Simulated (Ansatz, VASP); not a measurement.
# LiCl in VASP and in Ansatz

```
CELL_PARAMETERS angstrom
-0.03334 2.53113 2.50572
5.08550 2.58855 -2.62982
-5.05294 2.62267 -2.53058
ATOMIC_POSITIONS crystal
Li 0.02711 0.23916 0.75104
Li 0.47838 0.73016 0.76885
Li 0.47900 0.21914 0.21669
Li 0.04343 0.75964 0.26935
Cl 0.01634 0.03207 0.00240
Cl 0.57995 0.52551 0.99102
Cl 0.41660 0.98131 0.48744
Cl 0.95918 0.51303 0.51321
```

Change from the starting cell: cell x4, atoms moved at random (sigma 0.15 Å) and cell strained at random (1.5 %), then relaxed without symmetry.

Alike in both runs: task relaxation of cell and atoms; functional PBE; k mesh 4 × 2 × 2; occupations gaussian, width 0.1 eV; no spin polarisation.

```csv
,VASP,Ansatz
version,VASP 6.6.1,Ansatz 0.2.0
potentials or method,"VASP PAW PBE potentials, release 64 (Li_sv, Cl), cutoff 600 eV","scalar-relativistic, plane waves, PAW"
valence electrons in the cell,40,40
```

|  | VASP | Ansatz | Ansatz less VASP |
| --- | --- | --- | --- |
| gap on the k mesh at the Fermi level, each at its own relaxed structure (eV) | 6.27 | 6.24 | -0.029 |
| relaxed volume (Å³/atom) | 17.04 | 17.11 | +0.063 |
| relaxed cell length with the largest relative difference (Å) | 6.294 | 6.307 | +0.0131 |

The k mesh is coarse, so the values compare programs but aren't converged. Noted on VASP's run: the cutoff is short for stress, so the pressure is rough.
